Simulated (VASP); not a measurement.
# Be (Im-3m) in VASP: settings compared

The runs below take Be through single point, with r2SCAN, r2SCAN0.

Program: VASP 6.6.1. These are calculated values, not measurements. Logs are shortened: lines on timing, memory, paths and dates and some standing lists are left out, and cuts for length are marked.

## (1) The cell of the first run

It takes space group Im-3m (No. 229, cubic). The conventional cell has a = 2.502 Å, b = 2.502 Å, c = 2.502 Å, α = 90.00°, β = 90.00°, γ = 90.00°. Within 2.9 Å of Be (site symmetry m-3m) lie 14 Be at 2.17 to 2.50 Å.

This isn't the form of Be at room conditions, which is hcp.

## (2) Single point, r2SCAN

File POSCAR:

```
Be
1.0
   -1.2508581168      1.2508581168      1.2508581168
    1.2508581168     -1.2508581168      1.2508581168
    1.2508581168      1.2508581168     -1.2508581168
Be
1
Direct
    0.0000000000      0.0000000000      0.0000000000
```

File INCAR.step1:

```
  PREC = Accurate
  ENCUT = 520
  ISMEAR = -1
  SIGMA = 0.1
  LREAL = F
  LASPH = T
  NELM = 100
  NBANDS = 7
  GGA = PE
  ALGO = Normal
  EDIFF = 1E-4
  LWAVE = T
  LCHARG = F
```

File INCAR.step2:

```
  PREC = Accurate
  ENCUT = 520
  EDIFF = 1E-7
  ISMEAR = -1
  SIGMA = 0.1
  LREAL = F
  LASPH = T
  NELM = 100
  ALGO = Normal
  ISIF = 2
  LWAVE = F
  LCHARG = T
  METAGGA = R2SCAN
  LMIXTAU = T
  LELF = T
  LVHAR = T
  NBANDS = 7
  ISTART = 1
```

File KPOINTS:

```
Automatic mesh
0
Gamma
  9 9 9
```

Potentials or basis: VASP PAW PBE potentials, release 64 (Be).

The run is started by

```sh
$ cat potpaw_PBE.64/Be/POTCAR > POTCAR
$ cp INCAR.step1 INCAR
$ mpirun -np 1 vasp_std > vasp.out
$ cp INCAR.step2 INCAR
$ mpirun -np 1 vasp_std > vasp.out
```

OUTCAR:

```text
PREC = Accurate
   ENCUT = 520
   EDIFF = 1E-7
   ISMEAR = -1
   LREAL = F
   LASPH = T
   NELM = 100
   ISIF = 2
   METAGGA = R2SCAN
   ISTART = 1

 ion  position               nearest neighbor table
   1  0.000  0.000  0.000-

  LATTYP: Found a body centered cubic cell.
 ALAT       =     2.5017162336

  Lattice vectors:

 A1 = (  -1.2508581168,   1.2508581168,   1.2508581168)
 A2 = (   1.2508581168,  -1.2508581168,   1.2508581168)
 A3 = (   1.2508581168,   1.2508581168,  -1.2508581168)

Analysis of symmetry for initial positions (statically):
=====================================================================
 Subroutine PRICEL returns:
 Original cell was already a primitive cell.

 Routine SETGRP: Setting up the symmetry group for a
 body centered cubic supercell.

 Subroutine GETGRP returns: Found 48 space group operations
 (whereof 48 operations were pure point group operations)
 out of a pool of 48 trial point group operations.

The static configuration has the point symmetry O_h .

Analysis of symmetry for dynamics (positions and initial velocities):
=====================================================================
 Subroutine PRICEL returns:
 Original cell was already a primitive cell.

 Routine SETGRP: Setting up the symmetry group for a
 body centered cubic supercell.

 Subroutine GETGRP returns: Found 48 space group operations
 (whereof 48 operations were pure point group operations)
 out of a pool of 48 trial point group operations.

The dynamic configuration has the point symmetry O_h .

 Subroutine INISYM returns: Found 48 space group operations
 (whereof 48 operations are pure point group operations),
 and found     1 'primitive' translations

----------------------------------------------------------------------------------------

                                     Primitive cell

  volume of cell :       7.8286

  direct lattice vectors                    reciprocal lattice vectors
    -1.250858117  1.250858117  1.250858117     0.000000000  0.399725591  0.399725591
     1.250858117 -1.250858117  1.250858117     0.399725591  0.000000000  0.399725591
     1.250858117  1.250858117 -1.250858117     0.399725591  0.399725591  0.000000000

  length of vectors
     2.166549811  2.166549811  2.166549811     0.565297352  0.565297352  0.565297352

  position of ions in fractional coordinates (direct lattice)
     0.000000000  0.000000000  0.000000000

  ion indices of the primitive-cell ions
   primitive index   ion index
                 1           1

----------------------------------------------------------------------------------------

 KPOINTS: Automatic mesh

Automatic generation of k-mesh.
 Grid dimensions read from file:
 generate k-points for:    9    9    9

 Generating k-lattice:

  Cartesian coordinates                     Fractional coordinates (reciprocal lattice)
     0.000000000  0.044413955  0.044413955     0.111111111  0.000000000  0.000000000
     0.044413955  0.000000000  0.044413955     0.000000000  0.111111111  0.000000000
     0.044413955  0.044413955  0.000000000     0.000000000  0.000000000  0.111111111

  Length of vectors
     0.062810817  0.062810817  0.062810817

  Shift w.r.t. Gamma in fractional coordinates (k-lattice)
     0.000000000  0.000000000  0.000000000

 Subroutine IBZKPT returns following result:
 ===========================================

 Found     35 irreducible k-points:

 Following reciprocal coordinates:
            Coordinates               Weight
  0.000000  0.000000  0.000000      1.000000
  0.111111  0.000000  0.000000     12.000000
  0.222222  0.000000  0.000000     12.000000
  0.333333  0.000000  0.000000     12.000000
  0.444444  0.000000  0.000000     12.000000
  0.111111  0.111111  0.000000     24.000000
[... 16 lines left out ...]
 -0.333333  0.444444  0.111111     48.000000
 -0.444444 -0.444444  0.111111     24.000000
 [... further k-points ...]
   k-points           NKPTS =     35   k-points in BZ     NKDIM =     35   number of bands    NBANDS=      7
   number of dos      NEDOS =    301   number of ions     NIONS =      1
   total plane-waves  NPLWV =   4096
   dimension x,y,z NGX =    16 NGY =   16 NGZ =   16
   dimension x,y,z NGXF=    32 NGYF=   32 NGZF=   32
   ions per type =               1
   NGX,Y,Z   is equivalent  to a cutoff of  12.28, 12.28, 12.28 a.u.
   NGXF,Y,Z  is equivalent  to a cutoff of  24.55, 24.55, 24.55 a.u.
 SYSTEM =  unknown system
   PREC   = accura    normal or accurate (medium, high low for compatibility)
   ISTART =      1    job   : 0-new  1-cont  2-samecut
   ICHARG =      0    charge: 1-file 2-atom 10-const
   ISPIN  =      1    spin polarized calculation?
   LNONCOLLINEAR =      F non collinear calculations
   LSORBIT =      F    spin-orbit coupling
   LASPH  =      T    aspherical Exc in radial PAW
   ENCUT  =  520.0 eV  38.22 Ry    6.18 a.u.   4.03  4.03  4.03*2*pi/ulx,y,z
   NELM   =    100;   NELMIN=  2; NELMDL=  0     # of ELM steps
   EDIFF  = 0.1E-06   stopping-criterion for ELM
   LREAL  =      F    real-space projection
   EDIFFG = 0.1E-05   stopping-criterion for IOM
   NSW    =      0    number of steps for IOM
   IBRION =     -1    ionic relax: 0-MD 1-quasi-New 2-CG
   NFREE  =      0    steps in history (QN), initial steepest desc. (CG)
   ISIF   =      2    stress and relaxation
   ISYM   =      2    0-nonsym 1-usesym 2-fastsym
   POTIM  = 0.5000    time-step for ionic-motion
   TEBEG  =    0.0;   TEEND  =   0.0 temperature during run
   PSTRESS=    0.0 pullay stress
   NELECT =       2.0000    total number of electrons
   NUPDOWN=      -1.0000    fix difference up-down
   EMIN   =  10.00;   EMAX   =-10.00  energy-range for DOS
   EFERMI =   0.00;   METHOD = LEGACY
   ISMEAR =    -1;   SIGMA  =   0.10  broadening in eV -4-tet -1-fermi 0-gaus
   EFERMI_NEDOS =   21; number of points for ismear=-14 and -15
   IALGO  =     38    algorithm
   IMIX   =      4    mixing-type and parameters
     AMIX     =   0.40;   BMIX     =  1.00
     AMIX_MAG =   1.60;   BMIX_MAG =  1.00
  volume/ion in A,a.u.               =       7.83        52.83
  Fermi-wavevector in a.u.,A,eV,Ry     =   1.038780  1.963009 14.681547  1.079063
  Thomas-Fermi vector in A             =   2.173280
   LORBIT       =      0    0 simple, 1 ext, 2 COOP (PROOUT), +10 PAW based schemes
   METAGGA = R2SCAN    functional components
   LHFCALC =     F    Hartree Fock is set to
   AEXX    =    0.0000 exact exchange contribution
   IVDW    =     0    specifies the selected vdW correction
   LEPSILON=     F    determine dielectric tensor
   LRPA    =     F    only Hartree local field effects (RPA)
 non-spin polarized calculation
  energy-cutoff  :      520.00
  volume of cell :        7.83
 maximum number of plane-waves:       228
   NGX =  7   NGY =  7   NGZ =  7

 number of electron       2.0000000 magnetization

 Free energy of the ion-electron system (eV)
  ---------------------------------------------------
  ext. energy  EPLUGINS =         0.00000000
  ---------------------------------------------------
  free energy    TOTEN  =        -4.26142359 eV

  energy without entropy =       -4.25663510  energy(sigma->0) =       -4.25902935

 E-fermi :   8.1929     XC(G=0): -11.2917

 val. band max:        6.7948839755   @ k =  -0.4444   0.4444   0.3333
 cond. band min:       8.3371178307   @ k =   0.3333   0.2222   0.1111
 fundamental gap:      1.5422338552
 Fermi energy:         8.1928945045

 k-point     1 :       0.0000    0.0000    0.0000
  band No.  band energies     occupation
      1      -5.0800      2.00000
      2      29.2310      0.00000
      3      29.2310      0.00000
      4      29.2310      0.00000
      5      40.4221      0.00000
      6      40.4221      0.00000
      7      40.4221      0.00000

 k-point     2 :       0.1111    0.0000    0.0000
  band No.  band energies     occupation
      1      -4.6107      2.00000
      2      26.7464      0.00000
      3      27.5624      0.00000
      4      28.6615      0.00000
      5      36.7406      0.00000
      6      36.9717      0.00000
      7      41.0313      0.00000

 k-point     3 :       0.2222    0.0000    0.0000
  band No.  band energies     occupation
      1      -3.2046      2.00000
      2      20.6281      0.00000
      3      24.8427      0.00000
      4      27.2482      0.00000
      5      33.3421      0.00000
      6      35.0993      0.00000
      7      41.0296      0.00000

 k-point     4 :       0.3333    0.0000    0.0000
  band No.  band energies     occupation
      1      -0.9044      2.00000
      2      14.2813      0.00000
      3      22.7421      0.00000
      4      25.7982      0.00000
      5      30.8698      0.00000
      6      35.2759      0.00000
      7      43.0243      0.00000

 k-point     5 :       0.4444    0.0000    0.0000
  band No.  band energies     occupation
      1       1.8594      2.00000
      2       9.3653      0.00002
      3      21.6453      0.00000
      4      24.9485      0.00000
      5      29.6271      0.00000
      6      35.8466      0.00000
      7      45.8964      0.00000
[... 161 lines left out ...]
 k-point    22 :      -0.4444    0.4444    0.1111
  band No.  band energies     occupation
      1       2.4262      2.00000
      2       9.6031      0.00000
      3      19.3978      0.00000
      4      25.0334      0.00000
      5      33.0821      0.00000
      6      33.6141      0.00000
      7      42.6321      0.00000

 k-point    23 :      -0.3333    0.4444    0.1111
  band No.  band energies     occupation
      1       1.9131      2.00000
      2      12.0067      0.00000
      3      16.9771      0.00000
      4      25.6757      0.00000
      5      30.8212      0.00000
      6      36.8424      0.00000
      7      41.3340      0.00000

 k-point    24 :      -0.4444   -0.4444    0.1111
  band No.  band energies     occupation
      1       4.2079      2.00000
      2       8.7540      0.00729
      3      16.4027      0.00000
      4      25.2947      0.00000
      5      32.1164      0.00000
      6      37.3384      0.00000
      7      37.9999      0.00000

 [... further k-points ...]

------------------------ aborting loop because EDIFF is reached ----------------------------------------

  FORCE on cell =-STRESS in cart. coord.  units (eV):
  Direction    XX          YY          ZZ          XY          YZ          ZX
  --------------------------------------------------------------------------------------
  -------------------------------------------------------------------------------------
  Total       -0.0010987     -0.0010987     -0.0010987      0.0000000     -0.0000000      0.0000000
  in kB       -0.2248605     -0.2248605     -0.2248605      0.0000000     -0.0000000      0.0000000
  external PRESSURE =      -0.2248605 kB  Pullay stress =       0.0000000 kB

 VOLUME and BASIS-vectors are now :
 -----------------------------------------------------------------------------
  energy-cutoff  :      520.00
  volume of cell :        7.83
      direct lattice vectors                 reciprocal lattice vectors
    -1.250858117  1.250858117  1.250858117     0.000000000  0.399725591  0.399725591
     1.250858117 -1.250858117  1.250858117     0.399725591  0.000000000  0.399725591
     1.250858117  1.250858117 -1.250858117     0.399725591  0.399725591  0.000000000

 POSITION                                       TOTAL-FORCE (eV/Angst)
 -----------------------------------------------------------------------------------
      0.00000      0.00000      0.00000        -0.000000     -0.000000     -0.000000
 -----------------------------------------------------------------------------------
    total drift:                               -0.000000     -0.000000      0.000000

  FREE ENERGIE OF THE ION-ELECTRON SYSTEM (eV)
  ---------------------------------------------------
  free  energy   TOTEN  =        -4.2614235870 eV

  energy  without entropy=       -4.2566351031  energy(sigma->0) =       -4.25902935
```

It took 4.1 s on 1 thread of Intel Xeon Platinum 8488C (Sapphire Rapids), shared host; peak memory 0.11 GiB.

Results:

| Item | Value |
| --- | --- |
| Free energy | -4.2614 eV |
| Pressure | 0.0 GPa |
| Band gap on the k mesh | zero (bands 1 and 2 overlap by 3.52 eV) |

Levels at points of the mesh, in eV from the Fermi level:
```
           k point  band 1  band 2  band 3  band 4  band 5  band 6
(0.00, 0.00, 0.00)  -13.27   21.04   21.04   21.04   32.23   32.23
```

Caveat: the k points lie up to 0.39 Å⁻¹ apart, too coarse for converged energies and pressures of a metal; the PAW data sets were made with another functional, which shifts forces and pressure a little.

(Continued in part 2 of 2.)

The gap in the log of VASP goes by the Fermi energy; the results here count the filled bands.